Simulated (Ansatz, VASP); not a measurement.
## CdS: VASP beside Ansatz

INCAR

```
PREC     = Accurate       # precision mode
ENCUT    = 500            # plane-wave cutoff, eV
EDIFF    = 1E-6           # SCF threshold, eV
ISMEAR   = 0              # smearing method
SIGMA    = 0.1            # smearing width, eV
LREAL    = False          # projectors in reciprocal space
LASPH    = True           # aspherical terms in the spheres
NELM     = 120            # most SCF steps
ALGO     = Normal         # electronic algorithm
ISIF     = 2              # what is computed and relaxed
LWAVE    = False          # write WAVECAR
LCHARG   = False          # write CHGCAR
GGA      = CA             # functional
NBANDS   = 16             # bands
GGA_COMPAT= False
```

The input KPOINTS:

```
Automatic mesh
0
Gamma
  6 6 6
```

Contents of POSCAR:

```
CdS
1.0
    0.0000000000      2.9429534600      2.9429534600
    2.9429534600      0.0000000000      2.9429534600
    2.9429534600      2.9429534600      0.0000000000
Cd S
1 1
Direct
    0.0000000000      0.0000000000      0.0000000000
    0.2500000000      0.2500000000      0.2500000000
```

Input for Ansatz:

```yaml
crystal:
  lattice:
    - [0.0, 2.94295346, 2.94295346]
    - [2.94295346, 0.0, 2.94295346]
    - [2.94295346, 2.94295346, 0.0]
  atoms:
    - { symbol: Cd, position: [0.0, 0.0, 0.0] }
    - { symbol: S, position: [0.25, 0.25, 0.25] }
basis:
  ecutwfc: 420
kpoints:
  mp_grid: { grid: [6, 6, 6] }
hamiltonian:
  xc: lda
  pseudopotentials: { kind: paw }
scf:
  occupations: { method: gaussian, width: 0.1 }
output:
  forces: true
  stress: true
  eigenvalues: true
```

Alike in both runs: task single point; functional LDA; k mesh 6 × 6 × 6; occupations gaussian, width 0.1 eV; no spin polarisation.

|  | VASP | Ansatz |
| --- | --- | --- |
| version | VASP 6.6.1 | Ansatz 0.2.0 |
| potentials or method | VASP PAW LDA potentials, release 64 (Cd, S), cutoff 500 eV | scalar-relativistic, plane waves, PAW |
| valence electrons in the cell | 18 | 26 |

VASP gave:

```
gap on the k mesh at the Fermi level (eV) : 0.83
least direct gap on the mesh (eV)         : 0.83
pressure (GPa)                            : -3.5
```

Problem. Which values does Ansatz return?

Solution. gap on the k mesh at the Fermi level (eV): 0.80; least direct gap on the mesh (eV): 0.80; pressure (GPa): -3.9.

LDA's correlation is that of Perdew and Zunger in VASP and of Perdew and Wang (1992) in Ansatz. VASP's potentials hold 18 valence electrons a cell and Ansatz's 26, so a difference there can come from the potentials and not from the codes.
